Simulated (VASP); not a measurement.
Crystal: Ta.

```
Ta
1.0
     2.90037    0.00000    0.00000
    -1.45019    2.51180    0.00000
     0.00000    0.00000    5.16627
Ta
2
Direct
  0.66667 0.33333 0.75000
  0.33333 0.66667 0.25000
```

```yaml
Program: VASP 6.6.1
Task: relaxation of cell and atoms
Functional: LDA
Potentials_or_basis: VASP PAW LDA potentials, release 64 (Ta_pv)
Cutoff: 600 eV
k_mesh: 11 × 11 × 6
Occupations: fermi-dirac, width 0.15 eV
Spin: no spin polarisation
```

At the start: pressure -10.6 GPa; volume 18.82 Å³/atom.

Problem. How do energy, volume and symmetry change on relaxing?

Solution. Over 7 steps the energy falls by 36.0 meV/atom and the volume is 17.79 Å³/atom (-5.5 %); space group P6_3/mmc (No. 194, to 0.05 Å).

Step by step:
```tsv
step	energy change (eV)	largest force (eV/Å)	pressure (GPa)	volume (Å³)
1	0.0000	0.0000	-10.64	37.64
2	0.3567	0.0000	34.88	31.23
3	-0.0719	0.0000	-0.59	35.67
4	-0.0721	0.0000	-0.06	35.58
5	-0.0720	0.0000	0.17	35.54
6	-0.0720	0.0000	-0.34	35.63
7	-0.0721	0.0000	-0.01	35.57
```

Final structure:
```
CELL_PARAMETERS angstrom
2.84410 0.00000 0.00000
-1.42205 2.46306 0.00000
0.00000 0.00000 5.07810
ATOMIC_POSITIONS crystal
Ta 0.66667 0.33333 0.75000
Ta 0.33333 0.66667 0.25000
```
